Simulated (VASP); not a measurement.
# B (P6/mmm) in VASP: single point with LDA

Aim: the single point of B with LDA.

Program: VASP 6.6.1. These are calculated values, not measurements. Logs are shortened: lines on timing, memory, paths and dates and some standing lists are left out, and cuts for length are marked.

## (1) The cell of the first run

Symmetry: P6/mmm, No. 191, hexagonal system. The conventional cell has a = 3.053 Å, b = 3.053 Å, c = 6.451 Å, α = 90.00°, β = 90.00°, γ = 120.00°. Within 2.3 Å of B (site symmetry 3m) lie 3 B at 1.76 Å.

## (2) Single point, LDA

Contents of INCAR:

```
SYSTEM = B
PREC = Accurate ; ENCUT = 520
EDIFF = 1E-6 ; ISMEAR = -1
SIGMA = 0.1 ; LREAL = .FALSE.
LASPH = .TRUE. ; NELM = 80
ALGO = Normal ; ISIF = 2
LWAVE = .FALSE. ; LCHARG = .FALSE.
GGA = CA ; NBANDS = 14
```

Contents of KPOINTS:

```
regular mesh
0
G
  9 9 4
  0 0 0
```

Contents of POSCAR:

```
B
1.0
    3.0531440000      0.0000000000      0.0000000000
   -1.5265720000      2.6441000000      0.0000000000
    0.0000000000      0.0000000000      6.4505920000
B
4
Direct
    0.3333333333      0.6666666667      0.7438020000
    0.3333333333      0.6666666667      0.2561980000
    0.6666666667      0.3333333333      0.7438020000
    0.6666666667      0.3333333333      0.2561980000
```

Potentials or basis: VASP PAW LDA potentials, release 64 (B).

Command:

```
> cat potpaw_LDA.64/B/POTCAR > POTCAR
> mpirun -np 1 vasp_std > vasp.out
```

OUTCAR:

```text
SYSTEM = B
   PREC = Accurate
   ENCUT = 520
   EDIFF = 1E-6
   ISMEAR = -1
   LREAL = .FALSE.
   LASPH = .TRUE.
   NELM = 80
   ISIF = 2
   GGA = CA

 ion  position               nearest neighbor table
   1  0.333  0.667  0.744-   3 1.76   3 1.76   3 1.76
   2  0.333  0.667  0.256-   4 1.76   4 1.76   4 1.76
   3  0.667  0.333  0.744-   1 1.76   1 1.76   1 1.76
   4  0.667  0.333  0.256-   2 1.76   2 1.76   2 1.76

  LATTYP: Found a hexagonal cell.
 ALAT       =     3.0531440000
 C/A-ratio  =     2.1127703115

  Lattice vectors:

 A1 = (   3.0531440000,   0.0000000000,   0.0000000000)
 A2 = (  -1.5265720000,   2.6441000000,   0.0000000000)
 A3 = (   0.0000000000,   0.0000000000,   6.4505920000)

Analysis of symmetry for initial positions (statically):
=====================================================================
 Subroutine PRICEL returns:
 Original cell was already a primitive cell.

 Routine SETGRP: Setting up the symmetry group for a
 hexagonal supercell.

 Subroutine GETGRP returns: Found 24 space group operations
 (whereof 24 operations were pure point group operations)
 out of a pool of 24 trial point group operations.

The static configuration has the point symmetry D_6h.

Analysis of symmetry for dynamics (positions and initial velocities):
=====================================================================
 Subroutine PRICEL returns:
 Original cell was already a primitive cell.

 Routine SETGRP: Setting up the symmetry group for a
 hexagonal supercell.

 Subroutine GETGRP returns: Found 24 space group operations
 (whereof 24 operations were pure point group operations)
 out of a pool of 24 trial point group operations.

The dynamic configuration has the point symmetry D_6h.

 Subroutine INISYM returns: Found 24 space group operations
 (whereof 24 operations are pure point group operations),
 and found     1 'primitive' translations

----------------------------------------------------------------------------------------

                                     Primitive cell

  volume of cell :      52.0745

  direct lattice vectors                    reciprocal lattice vectors
     3.053144000  0.000000000  0.000000000     0.327531227  0.189100261  0.000000000
    -1.526572000  2.644100000  0.000000000     0.000000000  0.378200522  0.000000000
     0.000000000  0.000000000  6.450592000     0.000000000  0.000000000  0.155024531

  length of vectors
     3.053144000  3.053143770  6.450592000     0.378200493  0.378200522  0.155024531

  position of ions in fractional coordinates (direct lattice)
     0.333333333  0.666666667  0.743802000
     0.333333333  0.666666667  0.256198000
     0.666666667  0.333333333  0.743802000
     0.666666667  0.333333333  0.256198000

  ion indices of the primitive-cell ions
   primitive index   ion index
                 1           1
                 2           2
                 3           3
                 4           4

----------------------------------------------------------------------------------------

 KPOINTS: regular mesh

Automatic generation of k-mesh.
 Grid dimensions read from file:
 generate k-points for:    9    9    4

 Generating k-lattice:

  Cartesian coordinates                     Fractional coordinates (reciprocal lattice)
     0.036392359  0.021011140  0.000000000     0.111111111  0.000000000  0.000000000
     0.000000000  0.042022280  0.000000000     0.000000000  0.111111111  0.000000000
     0.000000000  0.000000000  0.038756133     0.000000000  0.000000000  0.250000000

  Length of vectors
     0.042022277  0.042022280  0.038756133

  Shift w.r.t. Gamma in fractional coordinates (k-lattice)
     0.000000000  0.000000000  0.000000000

 Subroutine IBZKPT returns following result:
 ===========================================

 Found     36 irreducible k-points:

 Following reciprocal coordinates:
            Coordinates               Weight
  0.000000  0.000000  0.000000      1.000000
  0.111111  0.000000  0.000000      6.000000
  0.222222  0.000000  0.000000      6.000000
  0.333333  0.000000  0.000000      6.000000
  0.444444  0.000000  0.000000      6.000000
  0.111111  0.111111  0.000000      6.000000
[... 16 lines left out ...]
  0.333333  0.222222  0.250000     24.000000
  0.333333  0.333333  0.250000      4.000000
 [... further k-points ...]
   k-points           NKPTS =     36   k-points in BZ     NKDIM =     36   number of bands    NBANDS=     14
   number of dos      NEDOS =    301   number of ions     NIONS =      4
   total plane-waves  NPLWV =  27648
   dimension x,y,z NGX =    24 NGY =   24 NGZ =   48
   dimension x,y,z NGXF=    48 NGYF=   48 NGZF=   96
   ions per type =               4
   NGX,Y,Z   is equivalent  to a cutoff of  13.07, 13.07, 12.37 a.u.
   NGXF,Y,Z  is equivalent  to a cutoff of  26.14, 26.14, 24.74 a.u.
 SYSTEM =  B
   PREC   = accura    normal or accurate (medium, high low for compatibility)
   ISTART =      0    job   : 0-new  1-cont  2-samecut
   ICHARG =      2    charge: 1-file 2-atom 10-const
   ISPIN  =      1    spin polarized calculation?
   LNONCOLLINEAR =      F non collinear calculations
   LSORBIT =      F    spin-orbit coupling
   LASPH  =      T    aspherical Exc in radial PAW
   ENCUT  =  520.0 eV  38.22 Ry    6.18 a.u.   5.68  5.68 11.99*2*pi/ulx,y,z
   NELM   =     80;   NELMIN=  2; NELMDL= -5     # of ELM steps
   EDIFF  = 0.1E-05   stopping-criterion for ELM
   LREAL  =      F    real-space projection
[... 7 lines left out ...]
   TEBEG  =    0.0;   TEEND  =   0.0 temperature during run
   PSTRESS=    0.0 pullay stress
   NELECT =      12.0000    total number of electrons
   NUPDOWN=      -1.0000    fix difference up-down
   EMIN   =  10.00;   EMAX   =-10.00  energy-range for DOS
   EFERMI =   0.00;   METHOD = LEGACY
   ISMEAR =    -1;   SIGMA  =   0.10  broadening in eV -4-tet -1-fermi 0-gaus
   EFERMI_NEDOS =   21; number of points for ismear=-14 and -15
   IALGO  =     38    algorithm
   IMIX   =      4    mixing-type and parameters
     AMIX     =   0.40;   BMIX     =  1.00
     AMIX_MAG =   1.60;   BMIX_MAG =  1.00
  volume/ion in A,a.u.               =      13.02        87.85
  Fermi-wavevector in a.u.,A,eV,Ry     =   1.003676  1.896673 13.706048  1.007366
  Thomas-Fermi vector in A             =   2.136243
   LORBIT       =      0    0 simple, 1 ext, 2 COOP (PROOUT), +10 PAW based schemes
   GGA     = CA    functional components
   LHFCALC =     F    Hartree Fock is set to
   AEXX    =    0.0000 exact exchange contribution
   IVDW    =     0    specifies the selected vdW correction
   LEPSILON=     F    determine dielectric tensor
   LRPA    =     F    only Hartree local field effects (RPA)
 non-spin polarized calculation
  energy-cutoff  :      520.00
  volume of cell :       52.07
 maximum number of plane-waves:      1416
 NGX is ok and might be reduce to    24
   NGX = 11   NGY = 11   NGZ = 23

 number of electron      12.0000001 magnetization

 Free energy of the ion-electron system (eV)
  ---------------------------------------------------
  ext. energy  EPLUGINS =         0.00000000
  ---------------------------------------------------
  free energy    TOTEN  =       -24.14711301 eV

  energy without entropy =      -24.08068625  energy(sigma->0) =      -24.11389963

 E-fermi :   0.5863     XC(G=0):  -9.3281

 val. band max:        0.5782929838   @ k =   0.3333   0.0000   0.5000
 cond. band min:       0.6025714310   @ k =   0.1111   0.0000   0.2500
 fundamental gap:      0.0242784472
 Fermi energy:         0.5863048770

 k-point     1 :       0.0000    0.0000    0.0000
  band No.  band energies     occupation
      1      -9.4922      2.00000
      2      -8.2892      2.00000
      3      -3.1134      2.00000
      4       1.2284      0.00325
      5       2.1757      0.00000
      6       2.1757      0.00000
      7       2.4567      0.00000
      8       2.4567      0.00000
      9       8.5158      0.00000
     10       9.3569      0.00000
     11       9.3569      0.00000
     12       9.9035      0.00000
     13       9.9035      0.00000
     14      10.6128      0.00000

 k-point     2 :       0.1111    0.0000    0.0000
  band No.  band energies     occupation
      1      -9.2907      2.00000
      2      -8.1010      2.00000
      3      -2.8769      2.00000
      4       1.3431      0.00103
      5       1.4381      0.00040
      6       1.7212      0.00002
      7       1.7787      0.00001
      8       2.0812      0.00000
      9       8.6671      0.00000
     10       9.3083      0.00000
     11       9.8137      0.00000
     12       9.9655      0.00000
     13      10.1790      0.00000
     14      10.6977      0.00000

 k-point     3 :       0.2222    0.0000    0.0000
  band No.  band energies     occupation
      1      -8.6899      2.00000
      2      -7.5397      2.00000
      3      -2.1769      2.00000
      4      -0.5056      1.99996
      5       0.0471      1.99094
      6       0.9898      0.03475
      7       1.3248      0.00124
      8       2.0524      0.00000
      9       7.8570      0.00000
     10       8.6733      0.00000
     11       9.4402      0.00000
     12       9.8334      0.00000
     13      10.5593      0.00000
     14      12.2023      0.00000

 k-point     4 :       0.3333    0.0000    0.0000
  band No.  band energies     occupation
      1      -7.7050      2.00000
      2      -6.6178      2.00000
      3      -2.5822      2.00000
      4      -1.8690      2.00000
      5      -1.0572      2.00000
      6       0.3016      1.89036
      7       0.6572      0.65945
      8       3.0081      0.00000
      9       5.5400      0.00000
     10       8.2386      0.00000
     11       8.8335      0.00000
     12       9.5748      0.00000
     13      10.3594      0.00000
     14      13.0982      0.00000

 k-point     5 :       0.4444    0.0000    0.0000
  band No.  band energies     occupation
      1      -6.3987      2.00000
      2      -5.3839      2.00000
      3      -4.4904      2.00000
      4      -3.6567      2.00000
      5      -0.0764      1.99736
      6       0.2523      1.93158
      7       0.2886      1.90305
      8       3.5382      0.00000
      9       4.0394      0.00000
     10       7.3479      0.00000
     11       7.9691      0.00000
[... 276 lines left out ...]
 k-point    22 :       0.2222    0.2222    0.2500
  band No.  band energies     occupation
      1      -7.0089      2.00000
      2      -6.2714      2.00000
      3      -2.5360      2.00000
      4      -2.0219      2.00000
      5      -1.3688      2.00000
      6      -0.9814      2.00000
      7       0.1010      1.98452
      8       2.8147      0.00000
      9       5.3097      0.00000
     10       7.4898      0.00000
     11      10.5311      0.00000
     12      10.9052      0.00000
     13      11.6934      0.00000
     14      11.7428      0.00000

 k-point    23 :       0.3333    0.2222    0.2500
  band No.  band energies     occupation
      1      -5.7416      2.00000
      2      -5.0550      2.00000
      3      -4.0014      2.00000
      4      -3.4179      2.00000
      5      -2.0681      2.00000
      6      -1.6420      2.00000
      7       1.3911      0.00064
      8       3.7495      0.00000
      9       3.9466      0.00000
     10       6.1339      0.00000
     11       9.6165      0.00000
     12      10.8967      0.00000
     13      12.2245      0.00000
     14      12.2892      0.00000

 k-point    24 :       0.3333    0.3333    0.2500
  band No.  band energies     occupation
      1      -4.6016      2.00000
      2      -4.6016      2.00000
      3      -3.9634      2.00000
      4      -3.9634      2.00000
      5      -3.0185      2.00000
      6      -2.5666      2.00000
      7       2.6209      0.00000
      8       2.6209      0.00000
      9       5.0526      0.00000
     10       5.0526      0.00000
     11       8.9103      0.00000
     12      11.6748      0.00000
     13      12.6630      0.00000
     14      12.6630      0.00000

 [... further k-points ...]

------------------------ aborting loop because EDIFF is reached ----------------------------------------

  FORCE on cell =-STRESS in cart. coord.  units (eV):
  Direction    XX          YY          ZZ          XY          YZ          ZX
  --------------------------------------------------------------------------------------
  -------------------------------------------------------------------------------------
  Total       -6.0193589     -6.0193577     -3.8522980      0.0000000      0.0000000      0.0000000
  in kB     -185.1979120   -185.1978748   -118.5238404      0.0000000      0.0000000      0.0000000
  external PRESSURE =    -162.9732090 kB  Pullay stress =       0.0000000 kB

 VOLUME and BASIS-vectors are now :
 -----------------------------------------------------------------------------
  energy-cutoff  :      520.00
  volume of cell :       52.07
      direct lattice vectors                 reciprocal lattice vectors
     3.053144000  0.000000000  0.000000000     0.327531227  0.189100261  0.000000000
    -1.526572000  2.644100000  0.000000000     0.000000000  0.378200522  0.000000000
     0.000000000  0.000000000  6.450592000     0.000000000  0.000000000  0.155024531

 POSITION                                       TOTAL-FORCE (eV/Angst)
 -----------------------------------------------------------------------------------
     -0.00000      1.76273      4.79796         0.000000      0.000000     -0.086941
     -0.00000      1.76273      1.65263         0.000000      0.000000      0.086941
      1.52657      0.88137      4.79796        -0.000000     -0.000000     -0.086941
      1.52657      0.88137      1.65263         0.000000     -0.000000      0.086941
 -----------------------------------------------------------------------------------
    total drift:                                0.000000     -0.000000     -0.000000

  FREE ENERGIE OF THE ION-ELECTRON SYSTEM (eV)
  ---------------------------------------------------
  free  energy   TOTEN  =       -24.1471130056 eV

  energy  without entropy=      -24.0806862475  energy(sigma->0) =      -24.11389963
```

Wall time 12 s (1 thread of Intel Xeon 6975P-C (Granite Rapids), shared host); peak memory 0.14 GiB.

Results:

| Quantity | Value |
| --- | --- |
| Free energy | -24.1471 eV |
| Pressure | -16.3 GPa |
| Largest force | 0.087 eV/Å |
| Band gap on the k mesh | zero (band 6 reaches 2.29 eV, above the bottom of band 7 at -0.40 eV) |

Forces on the atoms (eV/Å):
```
B    0.000  0.000 -0.087
B    0.000  0.000  0.087
B    0.000  0.000 -0.087
B    0.000  0.000  0.087
```

Stress tensor (GPa, compression positive):
```
-18.52   0.00   0.00
  0.00 -18.52   0.00
  0.00   0.00 -11.85
```

Levels at points of the mesh, in eV from the Fermi level:
| k point | band 4 | band 5 | band 6 | band 7 | band 8 | band 9 |
| --- | --- | --- | --- | --- | --- | --- |
| (0.00, 0.00, 0.00) | 0.64 | 1.59 | 1.59 | 1.87 | 1.87 | 7.93 |
| (0.00, 0.00, 0.50) | -1.64 | 1.70 | 1.70 | 1.75 | 1.75 | 8.99 |
